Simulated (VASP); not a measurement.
SbSe2:

```xyz
3
Lattice="-1.9895 1.9895 4.8806 1.9895 -1.9895 4.8806 1.9895 1.9895 -4.8806" Properties=species:S:1:pos:R:3 pbc="T T T"
Sb    0.0000    0.0000    0.0000
Se    0.0000    0.0000    6.4912
Se    0.0000    0.0000    3.2700
```

| Property | Result |
| --- | --- |
| Program | VASP 6.6.1 |
| Task | relaxation of cell and atoms |
| Functional | PBE |
| Potentials or basis | VASP PAW PBE potentials, release 64 (Sb, Se) |
| Cutoff | 600 eV |
| k mesh | 6 × 6 × 6 |
| Occupations | gaussian, width 0.1 eV |
| Spin | no spin polarisation |

At the start: pressure -5.7 GPa; volume 25.76 Å³/atom.

**Question.** Where does the relaxation end?

**Answer.** Over 9 steps the energy falls by 126.9 meV/atom and the volume is 23.54 Å³/atom (-8.6 %); space group I4/mmm (No. 139, to 0.05 Å).

Step by step:
```tsv
step	energy change (eV)	largest force (eV/Å)	pressure (GPa)	volume (Å³)
1	0.0000	0.4986	-5.71	77.27
2	-0.1754	0.3196	1.94	67.45
3	-0.1811	0.3539	0.59	68.76
4	-0.2343	0.4242	0.75	68.45
5	-0.3482	0.0933	2.56	67.30
6	-0.3755	0.1635	-0.03	70.10
7	-0.3756	0.1678	-0.16	70.27
8	-0.3780	0.1214	-0.10	70.37
9	-0.3808	0.0043	0.12	70.63
```

Final structure:
```yaml
crystal:
  lattice:
    - [-1.83609, 1.83609, 5.23792]
    - [1.83609, -1.83609, 5.23792]
    - [1.83609, 1.83609, -5.23792]
  atoms:
    - { symbol: Sb, position: [0.00000, 0.00000, 0.00000] }
    - { symbol: Se, position: [0.65004, 0.65004, 0.00000] }
    - { symbol: Se, position: [0.34996, 0.34996, 0.00000] }
```

Caveat: the k points lie up to 0.40 Å⁻¹ apart in the final cell.
